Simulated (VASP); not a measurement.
# In (C2/c) in VASP: single point with revPBE

Aim: the single point of In with revPBE.

Program: VASP 6.6.1. These are calculated values, not measurements. Logs are shortened: lines on timing, memory, paths and dates and some standing lists are left out, and cuts for length are marked.

## 1. The cell of the first run

Symmetry: C2/c, No. 15, monoclinic system. Conventional cell: a = 3.270 Å, b = 11.257 Å, c = 3.461 Å, α = 90.00°, β = 116.52°, γ = 90.00°. Within 4.3 Å of In (site symmetry 2) lie 14 In at 3.27 to 4.08 Å.

## 2. Single point, revPBE

Contents of INCAR:

```
SYSTEM = In
ALGO = Normal ; EDIFF = 1E-6
ENCUT = 520 ; GGA = RE
ISIF = 2 ; ISMEAR = -1
LASPH = .TRUE. ; LCHARG = .FALSE.
LREAL = .FALSE. ; LUSENCCL = .FALSE.
LWAVE = .FALSE. ; NBANDS = 20
NELM = 80 ; PREC = Accurate
SIGMA = 0.1
```

Contents of KPOINTS:

```
k-points
0
G
  19 19 17
  0 0 0
```

Contents of POSCAR:

```
In
1.0
   -3.9940760075      3.9658417229      1.6348853721
    3.9658417229     -3.9940760075      1.6348853721
    2.2043466977      2.2043466977     -1.6865965159
In
2
Direct
    0.9991831451      0.0008168549      1.0000000000
    0.7508168549      0.2491831451      0.5000000000
```

Potentials or basis: VASP PAW PBE potentials, release 64 (In_d).

Launch:

```console
> cat potpaw_PBE.64/In_d/POTCAR > POTCAR
> mpirun -np 1 vasp_std > vasp.out
```

OUTCAR:

```text
SYSTEM = In
   EDIFF = 1E-6
   ENCUT = 520
   GGA = RE
   ISIF = 2
   ISMEAR = -1
   LASPH = .TRUE.
   LREAL = .FALSE.
   NELM = 80
   PREC = Accurate

 ion  position               nearest neighbor table
   1  0.999  0.001  0.000-   2 3.31   2 3.31   2 3.32   2 3.32   2 4.00   2 4.00
   2  0.751  0.249  0.500-   1 3.31   1 3.31   1 3.32   1 3.32   1 4.00   1 4.00

  Warning from LATTYP: Got some problem with cell dimensions!
  Tried to take original basis but could not verify dimensions!
  LATTYP: Found a base centered monoclinic cell.
 ALAT       =     3.2700145366
 B/A-ratio  =     3.4424995620
 C/A-ratio  =     1.0583542782
 COS(beta)  =    -0.4465622565

  Lattice vectors:

 A1 = (   3.9940760075,  -3.9658417229,  -1.6348853721)
 A2 = (  -3.9658417229,   3.9940760075,  -1.6348853721)
 A3 = (   2.1761124131,   2.1761124131,   1.5831742283)

Analysis of symmetry for initial positions (statically):
=====================================================================
 Subroutine PRICEL returns:
 Original cell was already a primitive cell.

 Routine SETGRP: Setting up the symmetry group for a
 base centered monoclinic supercell.

 Subroutine GETGRP returns: Found  4 space group operations
 (whereof  2 operations were pure point group operations)
 out of a pool of  4 trial point group operations.

The static configuration has the point symmetry C_2 .
 The point group associated with its full space group is C_2h.

Analysis of symmetry for dynamics (positions and initial velocities):
=====================================================================
 Subroutine PRICEL returns:
 Original cell was already a primitive cell.

 Routine SETGRP: Setting up the symmetry group for a
 base centered monoclinic supercell.

 Subroutine GETGRP returns: Found  4 space group operations
 (whereof  2 operations were pure point group operations)
 out of a pool of  4 trial point group operations.

The dynamic configuration has the point symmetry C_2 .
 The point group associated with its full space group is C_2h.

 Subroutine INISYM returns: Found  4 space group operations
 (whereof  2 operations are pure point group operations),
 and found     1 'primitive' translations

----------------------------------------------------------------------------------------

                                     Primitive cell

  volume of cell :      56.9937

[... 78 lines left out ...]
 SYSTEM =  In
   PREC   = accura    normal or accurate (medium, high low for compatibility)
   ISTART =      0    job   : 0-new  1-cont  2-samecut
   ICHARG =      2    charge: 1-file 2-atom 10-const
   ISPIN  =      1    spin polarized calculation?
   LNONCOLLINEAR =      F non collinear calculations
   LSORBIT =      F    spin-orbit coupling
   LASPH  =      T    aspherical Exc in radial PAW
   ENCUT  =  520.0 eV  38.22 Ry    6.18 a.u.  10.90 10.90  6.59*2*pi/ulx,y,z
   NELM   =     80;   NELMIN=  2; NELMDL= -5     # of ELM steps
   EDIFF  = 0.1E-05   stopping-criterion for ELM
   LREAL  =      F    real-space projection
   EDIFFG = 0.1E-04   stopping-criterion for IOM
   NSW    =      0    number of steps for IOM
   IBRION =     -1    ionic relax: 0-MD 1-quasi-New 2-CG
   NFREE  =      0    steps in history (QN), initial steepest desc. (CG)
   ISIF   =      2    stress and relaxation
   ISYM   =      2    0-nonsym 1-usesym 2-fastsym
   POTIM  = 0.5000    time-step for ionic-motion
   TEBEG  =    0.0;   TEEND  =   0.0 temperature during run
   PSTRESS=    0.0 pullay stress
   NELECT =      26.0000    total number of electrons
   NUPDOWN=      -1.0000    fix difference up-down
   EMIN   =  10.00;   EMAX   =-10.00  energy-range for DOS
   EFERMI =   0.00;   METHOD = LEGACY
   ISMEAR =    -1;   SIGMA  =   0.10  broadening in eV -4-tet -1-fermi 0-gaus
   EFERMI_NEDOS =   21; number of points for ismear=-14 and -15
   IALGO  =     38    algorithm
   IMIX   =      4    mixing-type and parameters
     AMIX     =   0.40;   BMIX     =  1.00
     AMIX_MAG =   1.60;   BMIX_MAG =  1.00
  volume/ion in A,a.u.               =      28.50       192.31
  Fermi-wavevector in a.u.,A,eV,Ry     =   1.260251  2.381529 21.609207  1.588232
  Thomas-Fermi vector in A             =   2.393770
   LORBIT       =      0    0 simple, 1 ext, 2 COOP (PROOUT), +10 PAW based schemes
   GGA     = RE    functional components
   LHFCALC =     F    Hartree Fock is set to
   AEXX    =    0.0000 exact exchange contribution
   IVDW    =     0    specifies the selected vdW correction
   LEPSILON=     F    determine dielectric tensor
   LRPA    =     F    only Hartree local field effects (RPA)
 non-spin polarized calculation
  energy-cutoff  :      520.00
  volume of cell :       56.99
 maximum number of plane-waves:      1558
 NGX is ok and might be reduce to    48
   NGX = 21   NGY = 21   NGZ = 13

 number of electron      26.0000003 magnetization

 Free energy of the ion-electron system (eV)
  ---------------------------------------------------
  ext. energy  EPLUGINS =         0.00000000
  ---------------------------------------------------
  free energy    TOTEN  =        -4.52113037 eV

  energy without entropy =       -4.48782915  energy(sigma->0) =       -4.50447976

 E-fermi :   6.6608     XC(G=0):  -9.7781

 val. band max:        6.6603964375   @ k =  -0.0526   0.0526   0.2941
 cond. band min:       6.6610634671   @ k =  -0.2632   0.2105   0.2941
 fundamental gap:      0.0006670296
 Fermi energy:         6.6608184905

 k-point     1 :       0.0000    0.0000    0.0000
  band No.  band energies     occupation
      1      -8.0203      2.00000
      2      -7.9870      2.00000
      3      -7.9484      2.00000
      4      -7.9008      2.00000
      5      -7.8832      2.00000
      6      -7.8310      2.00000
[... 541 lines left out ...]
     19      16.0666      0.00000
     20      16.5289      0.00000

 [... further k-points ...]
[... 5 lines left out ...]
  --------------------------------------------------------------------------------------
  -------------------------------------------------------------------------------------
  Total       -0.0204122     -0.0204122      0.0529181     -0.0731645      0.0253346      0.0253346
  in kB       -0.5738166     -0.5738166      1.4876062     -2.0567610      0.7121940      0.7121939
  external PRESSURE =       0.1133243 kB  Pullay stress =       0.0000000 kB

 VOLUME and BASIS-vectors are now :
 -----------------------------------------------------------------------------
  energy-cutoff  :      520.00
  volume of cell :       56.99
      direct lattice vectors                 reciprocal lattice vectors
    -3.994076007  3.965841723  1.634885372     0.054962911  0.180592350  0.307865845
     3.965841723 -3.994076007  1.634885372     0.180592350  0.054962911  0.307865845
     2.204346698  2.204346698 -1.686596516     0.228333124  0.228333124  0.003943287

 POSITION                                       TOTAL-FORCE (eV/Angst)
 -----------------------------------------------------------------------------------
     -3.98757      3.95934      1.63489        -0.011188      0.011188      0.000000
     -0.90843      3.08454      0.79159         0.011188     -0.011188      0.000000
 -----------------------------------------------------------------------------------
    total drift:                                0.000000      0.000000     -0.000000

  FREE ENERGIE OF THE ION-ELECTRON SYSTEM (eV)
  ---------------------------------------------------
  free  energy   TOTEN  =        -4.5211303724 eV

  energy  without entropy=       -4.4878291453  energy(sigma->0) =       -4.50447976
```

OSZICAR:

```text
N       E                     dE             d eps       ncg     rms          rms(c)
DAV:   1     0.212573926626E+03    0.21257E+03   -0.12749E+04 64956   0.173E+03
DAV:   2     0.117748621889E+02   -0.20080E+03   -0.19735E+03 65316   0.377E+02
DAV:   3    -0.401693076894E+01   -0.15792E+02   -0.15699E+02 73836   0.120E+02
DAV:   4    -0.451907570440E+01   -0.50214E+00   -0.50184E+00 78368   0.232E+01
DAV:   5    -0.455108852065E+01   -0.32013E-01   -0.32011E-01 95984   0.479E+00    0.272E+00
DAV:   6    -0.452472954221E+01    0.26359E-01   -0.58847E-02 84352   0.377E+00    0.136E+00
DAV:   7    -0.452094710978E+01    0.37824E-02   -0.20626E-02 88528   0.206E+00    0.301E-01
DAV:   8    -0.452109287580E+01   -0.14577E-03   -0.20067E-03 80844   0.561E-01    0.397E-02
DAV:   9    -0.452112207515E+01   -0.29199E-04   -0.69350E-05100496   0.599E-02    0.270E-02
DAV:  10    -0.452112946504E+01   -0.73899E-05   -0.10429E-05 87440   0.411E-02    0.136E-02
DAV:  11    -0.452113037239E+01   -0.90735E-06   -0.13889E-06 57584   0.106E-02
   1 F= -.45211304E+01 E0= -.45044798E+01  d E =-.333012E-01
```

stdout:

```text
Offloading initialized ...    1 GPUs detected
 POSCAR found type information on POSCAR In
 POSCAR found :  1 types and       2 ions
 scaLAPACK will be used selectively (only on CPU)
 -----------------------------------------------------------------------------
|                                                                             |
|                                                                             |
|     You enforced a specific xc type in the INCAR file but a different       |
|     I HOPE YOU KNOW WHAT YOU ARE DOING!                                     |
|                                                                             |
 -----------------------------------------------------------------------------

 LDA part: xc-table for (Slater+PW92), standard interpolation
 POSCAR, INCAR and KPOINTS ok, starting setup
 FFT: planning ... GRIDC
 FFT: planning ... GRID_SOFT
 FFT: planning ... GRID
 WAVECAR not read
 entering main loop
```

It took 41 min on 1 × NVIDIA H100 80GB with 1 thread of AMD EPYC 7R13 (Zen 3), shared host; peak memory 2.5 GiB.

Results:

```yaml
Free_energy: -4.5211 eV
Pressure: 0.0 GPa
Largest_force: 0.016 eV/Å
Band_gap_on_the_k_mesh: zero (bands 13 and 14 overlap by 6.29 eV)
```

Forces in eV/Å, atoms in the order of the input:
```
In  -0.011  0.011  0.000
In   0.011 -0.011  0.000
```

Caveat: the PAW data sets were made with another functional, which shifts forces and pressure a little; spin-orbit coupling is left out, which moves the levels of the heavy elements.
